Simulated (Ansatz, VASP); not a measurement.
**Two plane-wave programs on AlNi**

```xyz
2
Lattice="2.0426 -2.0426 0.0000 2.0426 2.0426 0.0000 0.0000 0.0000 2.9004" Properties=species:S:1:pos:R:3 pbc="T T T"
Al    0.0000    0.0000   -0.0200
Ni    2.0426    0.0000    1.4594
```

Change from the starting cell: mode 4 frozen in at +0.000 Å and mode 6 at -0.020 Å (largest displacements).

Alike in both runs: task single point; functional PBE; k mesh 16 × 16 × 16; occupations gaussian, width 0.15 eV; no spin polarisation.

|  | VASP | Ansatz |
| --- | --- | --- |
| version | VASP 6.6.1 | Ansatz 0.2.0 |
| potentials or method | VASP PAW PBE potentials, release 64 (Al, Ni), cutoff 520 eV | scalar-relativistic, plane waves, PAW |
| valence electrons in the cell | 13 | 21 |

Ansatz gave:

| Quantity | Value |
| --- | --- |
| gap on the k mesh at the Fermi level (eV) | none |
| pressure (GPa) | 0.1 |
| traceless stress, the component that is largest in VASP (GPa) | -0.23 |
| rms of the force components (eV/Å) | 0.096 |

Task: Which values does VASP return?

Result: gap on the k mesh at the Fermi level (eV): none; pressure (GPa): 0.0; traceless stress, the component that is largest in VASP (GPa): -0.24; rms of the force components (eV/Å): 0.096.

Atom by atom the forces differ by 0.001 eV/Å (rms over components). A gap of «none» marks a metal or a gap that the smearing closes. With one functional, cell and mesh, what is left measures potentials, basis and numerics. VASP's potentials hold 13 valence electrons a cell and Ansatz's 21, so a difference there can come from the potentials and not from the codes. Ansatz's warnings: near symmetry operations not taken.
